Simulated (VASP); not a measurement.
# Sn3As (P6_3/mmc) in VASP: single point with PBE

Aim: the single point of Sn3As with PBE.

Everything below comes from runs of VASP 6.6.1. Logs are shortened: lines on timing, memory, paths and dates and some standing lists are left out, and cuts for length are marked.

**1. The cell of the first run**

It takes space group P6_3/mmc (No. 194, hexagonal). The conventional cell has a = 6.648 Å, b = 6.648 Å, c = 5.365 Å, α = 90.00°, β = 90.00°, γ = 120.00°. Sn (site symmetry mm2) has 8 Sn at 3.24 to 3.41 Å and 4 As at 3.27 to 3.32 Å within 4.3 Å. As (site symmetry -6m2) has 12 Sn at 3.27 to 3.32 Å within 4.3 Å.

The cell was generated, and may not be a known phase.

**2. Single point, PBE**

Contents of INCAR:

```
ALGO = Fast
EDIFF = 1E-6
ENCUT = 520
GGA = PE
ISIF = 2
ISMEAR = 0
LASPH = T
LCHARG = F
LREAL = F
LWAVE = F
NBANDS = 57
NELM = 80
PREC = Accurate
SIGMA = 0.1
```

Contents of KPOINTS:

```
k-points
0
Gamma
  6 6 8
```

Contents of POSCAR:

```
Sn3As
1.0
    6.6480376848      0.0000000000      0.0000000000
   -3.3240188424      5.7573695203      0.0000000000
    0.0000000000      0.0000000000      5.3647194579
Sn As
6 2
Direct
    0.3415742482      0.1707871241      0.7500000000
    0.8292128759      0.1707871241      0.7500000000
    0.8292128759      0.6584257518      0.7500000000
    0.6584257518      0.8292128759      0.2500000000
    0.1707871241      0.8292128759      0.2500000000
    0.1707871241      0.3415742482      0.2500000000
    0.6666666667      0.3333333333      0.2500000000
    0.3333333333      0.6666666667      0.7500000000
```

Potentials or basis: VASP PAW PBE potentials, release 64 (Sn_d, As).

Launch:

```sh
$ cat potpaw_PBE.64/Sn_d/POTCAR potpaw_PBE.64/As/POTCAR > POTCAR
$ mpirun -np 1 vasp_std > vasp.out
```

OUTCAR:

```text
EDIFF = 1E-6
   ENCUT = 520
   GGA = PE
   ISIF = 2
   ISMEAR = 0
   LASPH = T
   LREAL = F
   NELM = 80
   PREC = Accurate

 ion  position               nearest neighbor table
   1  0.342  0.171  0.750-   3 3.24   2 3.24   7 3.27   7 3.27   8 3.32   8 3.32   5 3.33   5 3.33
                             6 3.33   6 3.33   3 3.41   2 3.41
   2  0.829  0.171  0.750-   3 3.24   1 3.24   7 3.27   7 3.27   8 3.32   8 3.32   4 3.33   4 3.33
                             6 3.33   6 3.33   3 3.41   1 3.41
   3  0.829  0.658  0.750-   1 3.24   2 3.24   7 3.27   7 3.27   8 3.32   8 3.32   4 3.33   4 3.33
                             5 3.33   5 3.33   2 3.41   1 3.41
   4  0.658  0.829  0.250-   6 3.24   5 3.24   8 3.27   8 3.27   7 3.32   7 3.32   2 3.33   2 3.33
                             3 3.33   3 3.33   6 3.41   5 3.41
   5  0.171  0.829  0.250-   6 3.24   4 3.24   8 3.27   8 3.27   7 3.32   7 3.32   1 3.33   1 3.33
                             3 3.33   3 3.33   6 3.41   4 3.41
   6  0.171  0.342  0.250-   4 3.24   5 3.24   8 3.27   8 3.27   7 3.32   7 3.32   1 3.33   1 3.33
                             2 3.33   2 3.33   5 3.41   4 3.41
   7  0.667  0.333  0.250-   2 3.27   2 3.27   3 3.27   3 3.27   1 3.27   1 3.27   4 3.32   6 3.32
                             5 3.32   5 3.32   4 3.32   6 3.32
   8  0.333  0.667  0.750-   5 3.27   5 3.27   6 3.27   6 3.27   4 3.27   4 3.27   1 3.32   3 3.32
                             2 3.32   2 3.32   1 3.32   3 3.32

  LATTYP: Found a hexagonal cell.
 ALAT       =     6.6480376848
 C/A-ratio  =     0.8069628531

  Lattice vectors:

 A1 = (   6.6480376848,   0.0000000000,   0.0000000000)
 A2 = (  -3.3240188424,   5.7573695203,   0.0000000000)
 A3 = (   0.0000000000,   0.0000000000,   5.3647194579)

Analysis of symmetry for initial positions (statically):
=====================================================================
 Subroutine PRICEL returns:
 Original cell was already a primitive cell.

 Routine SETGRP: Setting up the symmetry group for a
 hexagonal supercell.

 Subroutine GETGRP returns: Found 24 space group operations
 (whereof 12 operations were pure point group operations)
 out of a pool of 24 trial point group operations.

The static configuration has the point symmetry D_3d.
 The point group associated with its full space group is D_6h.

Analysis of symmetry for dynamics (positions and initial velocities):
=====================================================================
 Subroutine PRICEL returns:
 Original cell was already a primitive cell.

 Routine SETGRP: Setting up the symmetry group for a
 hexagonal supercell.

 Subroutine GETGRP returns: Found 24 space group operations
 (whereof 12 operations were pure point group operations)
 out of a pool of 24 trial point group operations.

The dynamic configuration has the point symmetry D_3d.
 The point group associated with its full space group is D_6h.

 Subroutine INISYM returns: Found 24 space group operations
 (whereof 12 operations are pure point group operations),
 and found     1 'primitive' translations

----------------------------------------------------------------------------------------

                                     Primitive cell

  volume of cell :     205.3358

  direct lattice vectors                    reciprocal lattice vectors
     6.648037685  0.000000000  0.000000000     0.150420327  0.086845216  0.000000000
    -3.324018842  5.757369520  0.000000000     0.000000000  0.173690432  0.000000000
     0.000000000  0.000000000  5.364719458     0.000000000  0.000000000  0.186403037

  length of vectors
     6.648037685  6.648037685  5.364719458     0.173690432  0.173690432  0.186403037

  position of ions in fractional coordinates (direct lattice)
     0.341574248  0.170787124  0.750000000
     0.829212876  0.170787124  0.750000000
     0.829212876  0.658425752  0.750000000
     0.658425752  0.829212876  0.250000000
     0.170787124  0.829212876  0.250000000
     0.170787124  0.341574248  0.250000000
     0.666666667  0.333333333  0.250000000
     0.333333333  0.666666667  0.750000000

  ion indices of the primitive-cell ions
   primitive index   ion index
                 1           1
                 2           2
                 3           3
                 4           4
                 5           5
                 6           6
                 7           7
                 8           8

----------------------------------------------------------------------------------------

 KPOINTS: k-points

Automatic generation of k-mesh.
 Grid dimensions read from file:
 generate k-points for:    6    6    8

 Generating k-lattice:

  Cartesian coordinates                     Fractional coordinates (reciprocal lattice)
     0.025070054  0.014474203  0.000000000     0.166666667  0.000000000  0.000000000
     0.000000000  0.028948405  0.000000000     0.000000000  0.166666667  0.000000000
     0.000000000  0.000000000  0.023300380     0.000000000  0.000000000  0.125000000

  Length of vectors
     0.028948405  0.028948405  0.023300380

  Shift w.r.t. Gamma in fractional coordinates (k-lattice)
     0.000000000  0.000000000  0.000000000

 Subroutine IBZKPT returns following result:
 ===========================================

 Found     35 irreducible k-points:

 Following reciprocal coordinates:
            Coordinates               Weight
  0.000000  0.000000  0.000000      1.000000
  0.166667 -0.000000  0.000000      6.000000
  0.333333  0.000000  0.000000      6.000000
  0.500000 -0.000000  0.000000      3.000000
  0.166667  0.166667  0.000000      6.000000
  0.333333  0.166667  0.000000     12.000000
[... 16 lines left out ...]
  0.166667 -0.000000  0.375000     12.000000
  0.333333  0.000000  0.375000     12.000000
 [... further k-points ...]
   k-points           NKPTS =     35   k-points in BZ     NKDIM =     35   number of bands    NBANDS=     57
   number of dos      NEDOS =    301   number of ions     NIONS =      8
   total plane-waves  NPLWV = 100000
   dimension x,y,z NGX =    50 NGY =   50 NGZ =   40
   dimension x,y,z NGXF=   100 NGYF=  100 NGZF=   80
   ions per type =               6   2
   NGX,Y,Z   is equivalent  to a cutoff of  12.50, 12.50, 12.40 a.u.
   NGXF,Y,Z  is equivalent  to a cutoff of  25.01, 25.01, 24.79 a.u.
 SYSTEM =  unknown system
   PREC   = accura    normal or accurate (medium, high low for compatibility)
   ISTART =      0    job   : 0-new  1-cont  2-samecut
   ICHARG =      2    charge: 1-file 2-atom 10-const
   ISPIN  =      1    spin polarized calculation?
   LNONCOLLINEAR =      F non collinear calculations
   LSORBIT =      F    spin-orbit coupling
   LASPH  =      T    aspherical Exc in radial PAW
   ENCUT  =  520.0 eV  38.22 Ry    6.18 a.u.  12.36 12.36  9.97*2*pi/ulx,y,z
   NELM   =     80;   NELMIN=  2; NELMDL= -5     # of ELM steps
   EDIFF  = 0.1E-05   stopping-criterion for ELM
   LREAL  =      F    real-space projection
   EDIFFG = 0.1E-04   stopping-criterion for IOM
   NSW    =      0    number of steps for IOM
   IBRION =     -1    ionic relax: 0-MD 1-quasi-New 2-CG
   NFREE  =      0    steps in history (QN), initial steepest desc. (CG)
   ISIF   =      2    stress and relaxation
   ISYM   =      2    0-nonsym 1-usesym 2-fastsym
   POTIM  = 0.5000    time-step for ionic-motion
   TEBEG  =    0.0;   TEEND  =   0.0 temperature during run
   PSTRESS=    0.0 pullay stress
   NELECT =      94.0000    total number of electrons
   NUPDOWN=      -1.0000    fix difference up-down
   EMIN   =  10.00;   EMAX   =-10.00  energy-range for DOS
   EFERMI =   0.00;   METHOD = LEGACY
   ISMEAR =     0;   SIGMA  =   0.10  broadening in eV -4-tet -1-fermi 0-gaus
   EFERMI_NEDOS =   21; number of points for ismear=-14 and -15
   IALGO  =     68    algorithm
   IMIX   =      4    mixing-type and parameters
     AMIX     =   0.40;   BMIX     =  1.00
     AMIX_MAG =   1.60;   BMIX_MAG =  1.00
  volume/ion in A,a.u.               =      25.67       173.21
  Fermi-wavevector in a.u.,A,eV,Ry     =   1.261719  2.384303 21.659583  1.591934
  Thomas-Fermi vector in A             =   2.395164
   LORBIT       =      0    0 simple, 1 ext, 2 COOP (PROOUT), +10 PAW based schemes
   GGA     = PE    functional components
   LHFCALC =     F    Hartree Fock is set to
   AEXX    =    0.0000 exact exchange contribution
   IVDW    =     0    specifies the selected vdW correction
   LEPSILON=     F    determine dielectric tensor
   LRPA    =     F    only Hartree local field effects (RPA)
 non-spin polarized calculation
 RMM-DIIS sequential band-by-band and
 Gauss-broadening in eV      SIGMA  =   0.10
  energy-cutoff  :      520.00
  volume of cell :      205.34
 maximum number of plane-waves:      5612
 NGX is ok and might be reduce to    50
   NGX = 25   NGY = 25   NGZ = 19

 number of electron      94.0000011 magnetization

 Free energy of the ion-electron system (eV)
  ---------------------------------------------------
  ext. energy  EPLUGINS =         0.00000000
  ---------------------------------------------------
  free energy    TOTEN  =       -31.34507286 eV

  energy without entropy =      -31.32865956  energy(sigma->0) =      -31.33686621

 E-fermi :   7.5604     XC(G=0): -10.3484

 val. band max:        7.5408048424   @ k =   0.3333   0.3333   0.2500
 cond. band min:       7.5766980521   @ k =   0.3333   0.3333   0.0000
 fundamental gap:      0.0358932097
 Fermi energy:         7.5603541485

 k-point     1 :       0.0000    0.0000    0.0000
  band No.  band energies     occupation
      1     -14.1318      2.00000
      2     -14.1233      2.00000
      3     -14.1233      2.00000
      4     -14.0911      2.00000
      5     -14.0766      2.00000
      6     -14.0742      2.00000
[... 49 lines left out ...]
     56      11.2408      0.00000
     57      12.8598      0.00000

 k-point     2 :       0.1667   -0.0000    0.0000
  band No.  band energies     occupation
      1     -14.1247      2.00000
      2     -14.1182      2.00000
      3     -14.1116      2.00000
      4     -14.0857      2.00000
      5     -14.0823      2.00000
      6     -14.0762      2.00000
[... 49 lines left out ...]
     56      11.0474      0.00000
     57      12.3731      0.00000

 k-point     3 :       0.3333    0.0000    0.0000
  band No.  band energies     occupation
      1     -14.1186      2.00000
      2     -14.0933      2.00000
      3     -14.0909      2.00000
      4     -14.0802      2.00000
      5     -14.0796      2.00000
      6     -14.0737      2.00000
[... 1194 lines left out ...]
      1     -14.1122      2.00000
      2     -14.1077      2.00000
      3     -14.1015      2.00000
      4     -14.0949      2.00000
      5     -14.0883      2.00000
      6     -14.0879      2.00000
[... 49 lines left out ...]
     56      11.2366      0.00000
     57      11.7617      0.00000

 k-point    24 :       0.3333    0.0000    0.3750
  band No.  band energies     occupation
      1     -14.1101      2.00000
      2     -14.1019      2.00000
      3     -14.0882      2.00000
      4     -14.0766      2.00000
      5     -14.0760      2.00000
      6     -14.0685      2.00000
[... 49 lines left out ...]
     56      11.1904      0.00000
     57      11.3125      0.00000

 [... further k-points ...]
[... 5 lines left out ...]
  --------------------------------------------------------------------------------------
  -------------------------------------------------------------------------------------
  Total       -0.0096675     -0.0096675     -0.0952396      0.0000000     -0.0000000      0.0000000
  in kB       -0.0754328     -0.0754328     -0.7431278      0.0000000     -0.0000000      0.0000000
  external PRESSURE =      -0.2979978 kB  Pullay stress =       0.0000000 kB

 VOLUME and BASIS-vectors are now :
 -----------------------------------------------------------------------------
  energy-cutoff  :      520.00
  volume of cell :      205.34
      direct lattice vectors                 reciprocal lattice vectors
     6.648037685  0.000000000  0.000000000     0.150420327  0.086845216  0.000000000
    -3.324018842  5.757369520  0.000000000     0.000000000  0.173690432  0.000000000
     0.000000000  0.000000000  5.364719458     0.000000000  0.000000000  0.186403037

 POSITION                                       TOTAL-FORCE (eV/Angst)
 -----------------------------------------------------------------------------------
      1.70310      0.98328      4.02354         0.003669      0.002118      0.000000
      4.94494      0.98328      4.02354        -0.003669      0.002118      0.000000
      3.32402      3.79080      4.02354        -0.000000     -0.004236     -0.000000
      1.62092      4.77408      1.34118        -0.003669     -0.002118      0.000000
     -1.62092      4.77408      1.34118         0.003669     -0.002118     -0.000000
      0.00000      1.96657      1.34118         0.000000      0.004236      0.000000
      3.32402      1.91912      1.34118        -0.000000     -0.000000      0.000000
     -0.00000      3.83825      4.02354         0.000000      0.000000      0.000000
 -----------------------------------------------------------------------------------
    total drift:                                0.000000     -0.000000      0.000000

  FREE ENERGIE OF THE ION-ELECTRON SYSTEM (eV)
  ---------------------------------------------------
  free  energy   TOTEN  =       -31.3450728575 eV

  energy  without entropy=      -31.3286595601  energy(sigma->0) =      -31.33686621
```

Wall time 14 min (1 thread of AMD EPYC 7R43 (Zen 3), shared host); peak memory 0.45 GiB.

Results:

```
Free energy            : -31.3451 eV
Pressure               : 0.0 GPa
Largest force          : 0.004 eV/Å
Band gap on the k mesh : zero (bands 47 and 48 overlap by 2.86 eV)
```

Forces in eV/Å, atoms in the order of the input:
```
Sn   0.004  0.002  0.000
Sn  -0.004  0.002  0.000
Sn   0.000 -0.004  0.000
Sn  -0.004 -0.002  0.000
Sn   0.004 -0.002  0.000
Sn   0.000  0.004  0.000
As   0.000  0.000  0.000
As   0.000  0.000  0.000
```

Caveat: spin-orbit coupling is left out, which moves the levels of the heavy elements.

The gap in the log of VASP goes by the Fermi energy; the results here count the filled bands.